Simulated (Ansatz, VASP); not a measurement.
**One calculation of Pb, two programs**

```
Pb
1.0
     3.20160    0.00000    0.00000
    -1.60080    2.77267    0.00000
     0.00000    0.00000    5.14280
Pb
2
Cartesian
  0.0000 1.8484 1.2857
  1.6008 0.9242 3.8571
```

Change from the starting cell: strain -0.080 along x and y, -0.080 along z, atoms carried along.

Alike in both runs: task single point; functional r2SCAN; k mesh 18 × 18 × 10; occupations gaussian, width 0.15 eV; no spin polarisation.

|  | VASP | Ansatz |
| --- | --- | --- |
| version | VASP 6.6.1 | Ansatz 0.2.0 |
| potentials or method | VASP PAW PBE potentials, release 64 (Pb_d), cutoff 520 eV | scalar-relativistic, plane waves, PAW |
| valence electrons in the cell | 28 | 28 |

```tsv
	VASP	Ansatz	Ansatz less VASP
gap on the k mesh at the Fermi level (eV)	none	none	-
pressure (GPa)	28.4	28.2	-0.16
traceless stress, the component that is largest in VASP (GPa)	1.48	1.45	-0.028
```

VASP's potentials were made for PBE, not for r2SCAN. A gap of «none» marks a metal or a gap that the smearing closes. Both programs put the cell under a high pressure, so it lies far from rest at this level.

Spin-orbit coupling is off throughout.
